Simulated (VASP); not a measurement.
Set up this calculation in VASP 6.6.1, as the native input.

```yaml
Task: single point
Functional: PBEsol
Potentials_or_basis: VASP PAW PBE potentials, release 64 (Se, Ga_d, Cu)
Cutoff: 520 eV
k_mesh: 7 × 7 × 7
Occupations: fermi-dirac, width 0.05 eV
Spin: no spin polarisation
Dipole_correction: no
Further_INCAR_settings: ALGO = Normal; EDIFF = 1e-07; NBANDS = 46
```

The structure of GaCuSe2 lies in POSCAR:

```
GaCuSe2
1.0
   -2.8646532052      2.8646532052      5.6211254900
    2.8646532052     -2.8646532052      5.6211254900
    2.8646532052      2.8646532052     -5.6211254900
Se Ga Cu
4 2 2
Direct
    0.1256200000      0.6250000000      0.0006200000
    0.8750000000      0.8743800000      0.4993800000
    0.6243800000      0.1250000000      0.9993800000
    0.3750000000      0.3756200000      0.5006200000
    0.2500000000      0.7500000000      0.5000000000
    0.5000000000      0.5000000000      0.0000000000
    0.7500000000      0.2500000000      0.5000000000
    0.0000000000      0.0000000000      0.0000000000
```

These files were run (other wordings do the same):

INCAR

```
SYSTEM = GaCuSe2
PREC = Accurate
ENCUT = 520
EDIFF = 1E-7
ISMEAR = -1
SIGMA = 0.05
LREAL = .FALSE.
LASPH = .TRUE.
NELM = 80
ALGO = Normal
ISIF = 2
LWAVE = .FALSE.
LCHARG = .TRUE.
GGA = PS
LELF = .TRUE.
LVHAR = .TRUE.
NBANDS = 46
```

KPOINTS

```
Automatic mesh
0
G
  7 7 7
  0 0 0
```

Potentials or basis: VASP PAW PBE potentials, release 64 (Se, Ga_d, Cu).

Command:

```sh
$ cat potpaw_PBE.64/Se/POTCAR potpaw_PBE.64/Ga_d/POTCAR potpaw_PBE.64/Cu/POTCAR > POTCAR
$ mpirun -np 1 vasp_std > vasp.out
```

Results of the run:

```
Pressure               : -3.9 GPa
Largest force          : 0.304 eV/Å
Band gap on the k mesh : 0.06 eV
```

Caveat: the cell stands under tension; the smearing spreads over this small gap; semilocal functionals underestimate gaps, and a narrow one can read as zero; the PAW data sets were made with another functional, which shifts forces and pressure a little.

Wall time 23 min on 1 thread of Oxide Virtual Turin-like Processor, with other jobs on the host, peak memory 0.55 GiB.
